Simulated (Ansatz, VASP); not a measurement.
**One calculation of HfN, two programs**

```
Hf N
1.0
     0.00000    2.14462    2.23398
     2.14462    0.00000    2.23398
     2.14462    2.14462    0.00000
Hf N
1 1
Direct
  0.99921 0.00079 0.00079
  0.51007 0.48993 0.48993
```

Change from the starting cell: mode 4 frozen in at -0.045 Å, equal normal strain along x and y -0.0400.

Alike in both runs: task single point; functional LDA; k mesh 18 × 18 × 18; occupations gaussian, width 0.15 eV; no spin polarisation.

```csv
,VASP,Ansatz
version,VASP 6.6.1,Ansatz 0.2.0
potentials or method,"VASP PAW LDA potentials, release 64 (Hf_pv, N), cutoff 520 eV","scalar-relativistic, plane waves, PAW"
valence electrons in the cell,15,31
```

```tsv
	VASP	Ansatz	Ansatz less VASP
gap on the k mesh at the Fermi level (eV)	none	none	-
pressure (GPa)	30.2	31.1	+0.89
traceless stress, the component that is largest in VASP (GPa)	-21.27	-21.04	+0.227
rms of the force components (eV/Å)	0.537	0.529	-0.0086
```

Ansatz warns that its potentials were made for another functional, while VASP's fit it. LDA's correlation is that of Perdew and Zunger in VASP and of Perdew and Wang (1992) in Ansatz. Atom by atom the forces differ by 0.009 eV/Å (rms over components). A gap of «none» marks a metal or a gap that the smearing closes. Both programs put the cell under a high pressure, so it lies far from rest at this level. VASP's potentials hold 15 valence electrons a cell and Ansatz's 31, so a difference there can come from the potentials and not from the codes.

Neither program's run includes spin-orbit coupling.
